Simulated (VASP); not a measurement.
Write the native input for VASP 6.6.1 that does the following.

```yaml
Task: single point
Functional: PBE
Potentials_or_basis: VASP PAW PBE potentials, release 64 (Zr_sv, Mo_sv, S)
Cutoff: 520 eV
k_mesh: 4 × 4 × 4
Occupations: gaussian, width 0.1 eV
Spin: collinear spin
Starting_moments: "[0.0, 0.0, 0.0, 1.0, 0.0] μB"
Dipole_correction: no
Further_INCAR_settings: ALGO = Normal; EDIFF = 1e-07; NBANDS = 40
```

The structure of Zr3MoS lies in POSCAR:

```
Zr3MoS
1.0
    4.2104893200      0.0000000000      0.0000000000
    0.0000000000      4.2104893200      0.0000000000
    0.0000000000      0.0000000000      6.0508117700
Zr Mo S
3 1 1
Direct
    0.0000000000      0.0000000000      0.6941282800
    0.0000000000      0.0000000000      0.3058717200
    0.5000000000      0.5000000000      0.0000000000
    0.5000000000      0.5000000000      0.5000000000
    0.0000000000      0.0000000000      0.0000000000
```

The cell was built from a structure type or drawn by symmetry, and may not be a known phase.

These files were run (other wordings do the same):

INCAR

```
SYSTEM = Zr3MoS
  PREC = Accurate
  ENCUT = 520
  EDIFF = 1E-7
  ISMEAR = 0
  SIGMA = 0.1
  LREAL = .False.
  LASPH = .True.
  NELM = 150
  ALGO = Normal
  ISIF = 2
  LWAVE = .False.
  LCHARG = .True.
  ISPIN = 2
  MAGMOM = 0 0 0 1 0
  LORBIT = 11
  LMAXMIX = 4
  GGA = PE
  LELF = .True.
  LVHAR = .True.
  NBANDS = 40
```

KPOINTS

```
regular mesh
0
Gamma
  4 4 4
  0 0 0
```

Potentials or basis: VASP PAW PBE potentials, release 64 (Zr_sv, Mo_sv, S).

The run is started by

```console
$ cat potpaw_PBE.64/Zr_sv/POTCAR potpaw_PBE.64/Mo_sv/POTCAR potpaw_PBE.64/S/POTCAR > POTCAR
$ mpirun -np 1 vasp_std > vasp.out
```

It gave:

```yaml
Pressure: 28.2 GPa
Largest_force: 16.425 eV/Å
Band_gap_on_the_k_mesh: zero (filled and empty bands overlap)
Net_moment: 0.00 μB per cell
Valence_electrons_inside_the_program's_atomic_spheres: Zr 10.69, 9.63 (each value once); Mo 12.16; S 4.13
```

Caveat: the k points lie up to 0.37 Å⁻¹ apart, too coarse for converged energies and pressures of a metal; forces of over 1 eV/Å act on the atoms, so gaps and moduli don't describe the material at rest.

Wall time 75 s on 1 thread of Intel(R) Xeon(R) 6975P-C (Granite Rapids), on a shared host, peak memory 0.32 GiB.
